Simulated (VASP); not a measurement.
# AgB2 (P6/mmm) in VASP: settings compared, part 2 of 3

VASP 6.6.1. Earlier steps stand in the parts before.

## (3) Single point, PBE

This run uses another cell than the first one, of 8.42 Å³/atom, 0.817 times its volume.

Contents of INCAR:

```
SYSTEM = AgB2
ALGO     = Normal         ! electronic algorithm
EDIFF    = 1E-6           ! SCF threshold, eV
ENCUT    = 500            ! plane-wave cutoff, eV
GGA      = PE             ! functional
GGA_COMPAT= .False.      
ISIF     = 2              ! what is computed and relaxed
ISMEAR   = 0              ! smearing method
LASPH    = .True.         ! aspherical terms in the spheres
LCHARG   = .False.        ! write CHGCAR
LREAL    = .False.        ! projectors in reciprocal space
LWAVE    = .False.        ! write WAVECAR
NBANDS   = 16             ! bands
NELM     = 120            ! most SCF steps
PREC     = Accurate       ! precision mode
SIGMA    = 0.05           ! smearing width, eV
```

Contents of KPOINTS:

```
k-points
0
Gamma
  10 10 8
  0 0 0
```

Contents of POSCAR:

```
AgB2
1.0
    3.0000005161      0.0000000000      0.0000000000
   -1.5000002581      2.5980766584      0.0000000000
    0.0000000000      0.0000000000      3.2399987857
Ag B
1 2
Direct
    0.0000000000      0.0000000000      0.0000000000
    0.3333333333      0.6666666667      0.5000000000
    0.6666666667      0.3333333333      0.5000000000
```

Potentials or basis: VASP PAW PBE potentials, release 64 (Ag, B).

The run is started by

```sh
$ cat potpaw_PBE.64/Ag/POTCAR potpaw_PBE.64/B/POTCAR > POTCAR
$ mpirun -np 1 vasp_std > vasp.out
```

OUTCAR:

```text
SYSTEM = AgB2
   EDIFF = 1E-6
   ENCUT = 500
   GGA = PE
   ISIF = 2
   ISMEAR = 0
   LASPH = .True.
   LREAL = .False.
   NELM = 120
   PREC = Accurate

 ion  position               nearest neighbor table
   1  0.000  0.000  0.000-   2 2.37   3 2.37   2 2.37   3 2.37   3 2.37   3 2.37   2 2.37   2 2.37
                             3 2.37   3 2.37   2 2.37   2 2.37
   2  0.333  0.667  0.500-   3 1.73   3 1.73   3 1.73   1 2.37   1 2.37   1 2.37   1 2.37   1 2.37
                             1 2.37
   3  0.667  0.333  0.500-   2 1.73   2 1.73   2 1.73   1 2.37   1 2.37   1 2.37   1 2.37   1 2.37
                             1 2.37

  LATTYP: Found a hexagonal cell.
 ALAT       =     3.0000005161
 C/A-ratio  =     1.0799994094

  Lattice vectors:

 A1 = (   3.0000005161,   0.0000000000,   0.0000000000)
 A2 = (  -1.5000002581,   2.5980766584,   0.0000000000)
 A3 = (   0.0000000000,   0.0000000000,   3.2399987857)

Analysis of symmetry for initial positions (statically):
=====================================================================
 Subroutine PRICEL returns:
 Original cell was already a primitive cell.

 Routine SETGRP: Setting up the symmetry group for a
 hexagonal supercell.

 Subroutine GETGRP returns: Found 24 space group operations
 (whereof 24 operations were pure point group operations)
 out of a pool of 24 trial point group operations.

The static configuration has the point symmetry D_6h.

Analysis of symmetry for dynamics (positions and initial velocities):
=====================================================================
 Subroutine PRICEL returns:
 Original cell was already a primitive cell.

 Routine SETGRP: Setting up the symmetry group for a
 hexagonal supercell.

 Subroutine GETGRP returns: Found 24 space group operations
 (whereof 24 operations were pure point group operations)
 out of a pool of 24 trial point group operations.

The dynamic configuration has the point symmetry D_6h.

 Subroutine INISYM returns: Found 24 space group operations
 (whereof 24 operations are pure point group operations),
 and found     1 'primitive' translations

----------------------------------------------------------------------------------------

                                     Primitive cell

  volume of cell :      25.2533

  direct lattice vectors                    reciprocal lattice vectors
     3.000000516  0.000000000  0.000000000     0.333333276  0.192450057  0.000000000
    -1.500000258  2.598076658  0.000000000     0.000000000  0.384900113  0.000000000
     0.000000000  0.000000000  3.239998786     0.000000000  0.000000000  0.308642091

  length of vectors
     3.000000516  3.000000516  3.239998786     0.384900113  0.384900113  0.308642091

  position of ions in fractional coordinates (direct lattice)
     0.000000000  0.000000000  0.000000000
     0.333333333  0.666666667  0.500000000
     0.666666667  0.333333333  0.500000000

  ion indices of the primitive-cell ions
   primitive index   ion index
                 1           1
                 2           2
                 3           3

----------------------------------------------------------------------------------------

 KPOINTS: k-points

Automatic generation of k-mesh.
 Grid dimensions read from file:
 generate k-points for:   10   10    8

[... 21 lines left out ...]
  0.100000  0.000000  0.000000      6.000000
  0.200000  0.000000  0.000000      6.000000
  0.300000  0.000000  0.000000      6.000000
  0.400000  0.000000  0.000000      6.000000
  0.500000  0.000000  0.000000      3.000000
[... 16 lines left out ...]
  0.300000  0.100000  0.125000     24.000000
  0.400000  0.100000  0.125000     24.000000
 [... further k-points ...]
   k-points           NKPTS =     70   k-points in BZ     NKDIM =     70   number of bands    NBANDS=     16
   number of dos      NEDOS =    301   number of ions     NIONS =      3
   total plane-waves  NPLWV =  13824
   dimension x,y,z NGX =    24 NGY =   24 NGZ =   24
   dimension x,y,z NGXF=    48 NGYF=   48 NGZF=   48
   ions per type =               1   2
   NGX,Y,Z   is equivalent  to a cutoff of  13.30, 13.30, 12.31 a.u.
   NGXF,Y,Z  is equivalent  to a cutoff of  26.60, 26.60, 24.63 a.u.
 SYSTEM =  AgB2
   PREC   = accura    normal or accurate (medium, high low for compatibility)
   ISTART =      0    job   : 0-new  1-cont  2-samecut
   ICHARG =      2    charge: 1-file 2-atom 10-const
   ISPIN  =      1    spin polarized calculation?
   LNONCOLLINEAR =      F non collinear calculations
   LSORBIT =      F    spin-orbit coupling
   LASPH  =      T    aspherical Exc in radial PAW
   ENCUT  =  500.0 eV  36.75 Ry    6.06 a.u.   5.47  5.47  5.91*2*pi/ulx,y,z
   NELM   =    120;   NELMIN=  2; NELMDL= -5     # of ELM steps
   EDIFF  = 0.1E-05   stopping-criterion for ELM
   LREAL  =      F    real-space projection
   EDIFFG = 0.1E-04   stopping-criterion for IOM
   NSW    =      0    number of steps for IOM
   IBRION =     -1    ionic relax: 0-MD 1-quasi-New 2-CG
   NFREE  =      0    steps in history (QN), initial steepest desc. (CG)
   ISIF   =      2    stress and relaxation
   ISYM   =      2    0-nonsym 1-usesym 2-fastsym
   POTIM  = 0.5000    time-step for ionic-motion
   TEBEG  =    0.0;   TEEND  =   0.0 temperature during run
   PSTRESS=    0.0 pullay stress
   NELECT =      17.0000    total number of electrons
   NUPDOWN=      -1.0000    fix difference up-down
   EMIN   =  10.00;   EMAX   =-10.00  energy-range for DOS
   EFERMI =   0.00;   METHOD = LEGACY
   ISMEAR =     0;   SIGMA  =   0.05  broadening in eV -4-tet -1-fermi 0-gaus
   EFERMI_NEDOS =   21; number of points for ismear=-14 and -15
   IALGO  =     38    algorithm
   IMIX   =      4    mixing-type and parameters
     AMIX     =   0.40;   BMIX     =  1.00
     AMIX_MAG =   1.60;   BMIX_MAG =  1.00
  volume/ion in A,a.u.               =       8.42        56.81
  Fermi-wavevector in a.u.,A,eV,Ry     =   1.434779  2.711340 28.008838  2.058592
  Thomas-Fermi vector in A             =   2.554150
   LORBIT       =      0    0 simple, 1 ext, 2 COOP (PROOUT), +10 PAW based schemes
   GGA     = PE    functional components
   LHFCALC =     F    Hartree Fock is set to
   AEXX    =    0.0000 exact exchange contribution
   IVDW    =     0    specifies the selected vdW correction
   LEPSILON=     F    determine dielectric tensor
   LRPA    =     F    only Hartree local field effects (RPA)
 non-spin polarized calculation
 Gauss-broadening in eV      SIGMA  =   0.05
  energy-cutoff  :      500.00
  volume of cell :       25.25
 maximum number of plane-waves:       666
 NGX is ok and might be reduce to    24
   NGX = 11   NGY = 11   NGZ = 11

 number of electron      16.9999992 magnetization

 Free energy of the ion-electron system (eV)
  ---------------------------------------------------
  ext. energy  EPLUGINS =         0.00000000
  ---------------------------------------------------
  free energy    TOTEN  =       -13.25517589 eV

  energy without entropy =      -13.25167454  energy(sigma->0) =      -13.25342521

 E-fermi :  10.7013     XC(G=0): -13.3002

 val. band max:       10.6945050523   @ k =   0.3000   0.1000   0.5000
 cond. band min:      10.7066722451   @ k =   0.3000   0.3000   0.3750
 fundamental gap:      0.0121671928
 Fermi energy:        10.7013143344

 k-point     1 :       0.0000    0.0000    0.0000
  band No.  band energies     occupation
      1      -3.6667      2.00000
      2       3.5852      2.00000
      3       4.0963      2.00000
      4       4.0963      2.00000
      5       5.6646      2.00000
      6       5.6646      2.00000
[... 433 lines left out ...]
      3       3.5425      2.00000
      4       3.8609      2.00000
      5       4.6939      2.00000
      6       6.1377      2.00000
[... 8 lines left out ...]
     15      25.6470      0.00000
     16      27.2988      0.00000

 [... further k-points ...]

------------------------ aborting loop because EDIFF is reached ----------------------------------------

  FORCE on cell =-STRESS in cart. coord.  units (eV):
  Direction    XX          YY          ZZ          XY          YZ          ZX
  --------------------------------------------------------------------------------------
  -------------------------------------------------------------------------------------
  Total        6.7051335      6.7051335     12.1326737     -0.0000000      0.0000000      0.0000000
  in kB      425.4023415    425.4023416    769.7486941     -0.0000000      0.0000000      0.0000000
  external PRESSURE =     540.1844591 kB  Pullay stress =       0.0000000 kB

 VOLUME and BASIS-vectors are now :
 -----------------------------------------------------------------------------
  energy-cutoff  :      500.00
  volume of cell :       25.25
      direct lattice vectors                 reciprocal lattice vectors
     3.000000516  0.000000000  0.000000000     0.333333276  0.192450057  0.000000000
    -1.500000258  2.598076658  0.000000000     0.000000000  0.384900113  0.000000000
     0.000000000  0.000000000  3.239998786     0.000000000  0.000000000  0.308642091

 POSITION                                       TOTAL-FORCE (eV/Angst)
 -----------------------------------------------------------------------------------
      0.00000      0.00000      0.00000         0.000000      0.000000      0.000000
     -0.00000      1.73205      1.62000         0.000000     -0.000000      0.000000
      1.50000      0.86603      1.62000        -0.000000      0.000000      0.000000
 -----------------------------------------------------------------------------------
    total drift:                               -0.000000      0.000000      0.000000

  FREE ENERGIE OF THE ION-ELECTRON SYSTEM (eV)
  ---------------------------------------------------
  free  energy   TOTEN  =       -13.2551758867 eV

  energy  without entropy=      -13.2516745370  energy(sigma->0) =      -13.25342521
```

Run time: 31 s. Hardware: 1 thread of Intel Xeon 8259CL, shared host; peak memory 0.16 GiB.

What came out:

```yaml
Free_energy: -13.2552 eV
Pressure: 54.0 GPa
```

(Continued in part 3 of 3.)
